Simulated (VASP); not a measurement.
Input of a VASP 6.6.1 run:

INCAR

```
PREC     = Accurate       # precision mode
ENCUT    = 520            # plane-wave cutoff, eV
EDIFF    = 1E-6           # SCF threshold, eV
ISMEAR   = -1             # smearing method
SIGMA    = 0.05           # smearing width, eV
LREAL    = False          # projectors in reciprocal space
LASPH    = True           # aspherical terms in the spheres
NELM     = 60             # most SCF steps
ALGO     = Fast           # electronic algorithm
ISIF     = 2              # what is computed and relaxed
LWAVE    = False          # write WAVECAR
LCHARG   = False          # write CHGCAR
GGA      = CA             # functional
NBANDS   = 18             # bands
```

KPOINTS

```
Automatic mesh
0
Gamma
  8 8 5
```

POSCAR

```
La
1.0
    3.7500000000      0.0000000000      0.0000000000
   -1.8750000000      3.2475952642      0.0000000000
    0.0000000000      0.0000000000      6.0700000000
La
2
Direct
    0.6666666667      0.3333333333      0.7500000000
    0.3333333333      0.6666666667      0.2500000000
```

Potentials or basis: VASP PAW LDA potentials, release 64 (La).

The run is started by

```bash
$ cat potpaw_LDA.64/La/POTCAR > POTCAR
$ mpirun -np 1 vasp_std > vasp.out
```

Task: Predict the band gap on the k mesh.

Result: Zero (band 11 reaches 8.69 eV, above the bottom of band 12 at 7.48 eV).

Task: What does it give for the pressure?

Result: -2.9 GPa.

Stress tensor (GPa, compression positive):
```
-2.77  0.00  0.00
 0.00 -2.77  0.00
 0.00  0.00 -3.03
```

Caveat: spin-orbit coupling is left out, which moves the levels of the heavy elements.
